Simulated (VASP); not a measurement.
B:

```
B
1.0
     3.52873   -5.82408    0.00000
     3.52873    5.82408    0.00000
     0.00000    0.00000    2.82800
B
12
Cartesian
  0.8460 0.4639 2.1210
  0.8460 -0.4639 0.7070
  6.2115 0.4639 2.1210
  6.2115 -0.4639 0.7070
  5.7178 2.0499 2.1210
  5.7178 -2.0499 0.7070
  1.3397 2.0499 2.1210
  1.3397 -2.0499 0.7070
  4.3414 -2.9872 0.7070
  4.3414 2.9872 2.1210
  2.7161 -2.9872 0.7070
  2.7161 2.9872 2.1210
```

The cell was generated, and may not be a known phase.

```yaml
Program: VASP 6.6.1
Task: relaxation of cell and atoms
Functional: PBE
Potentials_or_basis: VASP PAW PBE potentials, release 64 (B)
Cutoff: 600 eV
k_mesh: 4 × 4 × 6
Occupations: gaussian, width 0.1 eV
Spin: no spin polarisation
```

At the start: pressure 18.3 GPa; volume 9.69 Å³/atom.

Problem. Where does the relaxation end?

Solution. Over 43 steps the energy falls by 523.9 meV/atom and the volume is 8.81 Å³/atom (-9.1 %); space group Cmcm (No. 63, to 0.1 Å) before and after.

The path:
```tsv
step	energy change (eV)	largest force (eV/Å)	pressure (GPa)	volume (Å³)
1	0.0000	1.4234	18.33	116.24
3	-0.9673	0.6445	-1.29	130.39
5	-1.1167	1.1890	-0.37	129.50
7	-1.1845	0.9357	-0.45	129.34
9	-1.2818	0.6469	0.05	128.22
11	-1.2965	0.6680	0.59	127.14
13	-1.4592	0.7378	-1.62	127.13
15	-1.8849	1.0036	-2.75	125.41
17	-0.9837	2.1417	-7.35	117.19
19	-2.4741	1.4120	-6.37	121.36
21	-2.6098	1.3695	-6.60	118.96
23	-3.1521	1.3362	-4.90	116.50
25	-3.1712	2.7527	10.02	105.25
27	-4.0411	1.1969	0.80	110.05
29	-4.6516	2.8136	9.27	100.83
31	-5.4399	1.2732	2.94	104.50
33	-6.1057	0.6890	0.39	104.01
35	-6.1926	0.4230	0.59	104.11
37	-6.2454	0.3525	0.56	104.49
39	-6.2730	0.1996	0.20	105.19
41	-6.2851	0.0678	-0.26	105.76
43	-6.2862	0.0338	0.08	105.67
```

Final structure:
```xyz
12
Lattice="2.6927 -6.5689 0.0000 2.6927 6.5689 0.0000 0.0000 0.0000 2.9869" Properties=species:S:1:pos:R:3 pbc="T T T"
B     0.9963    0.3154    2.2402
B     0.9963   -0.3154    0.7467
B     4.3891    0.3154    2.2402
B     4.3891   -0.3154    0.7467
B     4.3669    1.9895    2.2402
B     4.3669   -1.9895    0.7467
B     1.0186    1.9895    2.2402
B     1.0186   -1.9895    0.7467
B     3.5753   -3.4819    0.7467
B     3.5753    3.4819    2.2402
B     1.8102   -3.4819    0.7467
B     1.8102    3.4819    2.2402
```

Caveat: the k points lie up to 0.35 Å⁻¹ apart in the final cell, too coarse for converged energies and pressures of a metal.
